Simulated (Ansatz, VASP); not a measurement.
Si: VASP beside Ansatz

The input INCAR:

```
PREC = Accurate
ENCUT = 500
EDIFF = 1E-6
ISMEAR = -1
SIGMA = 0.0272
LREAL = False
LASPH = True
NELM = 120
ALGO = Normal
ISIF = 2
LWAVE = False
LCHARG = False
GGA = PE
NBANDS = 11
GGA_COMPAT = False
```

The input KPOINTS:

```
regular mesh
0
Gamma
  7 7 7
```

The input POSCAR:

```
Si
1.0
    0.0000000000      2.7354715901      2.7354715901
    2.7354715901      0.0000000000      2.7354715901
    2.7354715901      2.7354715901      0.0000000000
Si
2
Direct
    0.8750000000      0.8750000000      0.8750000000
    0.1250000000      0.1250000000      0.1250000000
```

Input for Ansatz:

```yaml
crystal:
  lattice:
    - [0.0, 2.7354715901, 2.7354715901]
    - [2.7354715901, 0.0, 2.7354715901]
    - [2.7354715901, 2.7354715901, 0.0]
  atoms:
    - { symbol: Si, position: [0.875, 0.875, 0.875] }
    - { symbol: Si, position: [0.125, 0.125, 0.125] }
kpoints:
  mp_grid: { grid: [7, 7, 7] }
scf:
  occupations: { method: fermi_dirac, width: 0.0272 }
hamiltonian:
  xc: pbe
  pseudopotentials: { kind: paw }
output:
  forces: true
  stress: true
  eigenvalues: true
  core_levels:
    shells: { Si: ["2s"] }
    counted_from: conduction_bottom
    add_spin: false
  write_density: true
  write_potential: true
  elf: true
  volumetric_format: npy
```

Alike in both runs: task single point; functional PBE; k mesh 7 × 7 × 7; occupations fermi-dirac, width 0.0272 eV; no spin polarisation.

```csv
,VASP,Ansatz
version,VASP 6.6.1,Ansatz 0.2.0
potentials or method,"VASP PAW PBE potentials, release 64 (Si)","PAW with Ansatz's default frozen-core files, scalar-relativistic"
plane-wave cutoff (eV),500,420
valence electrons in the cell,8,8
```

```tsv
	VASP	Ansatz	Ansatz less VASP
pressure (GPa)	-0.1	0.0	+0.08
```
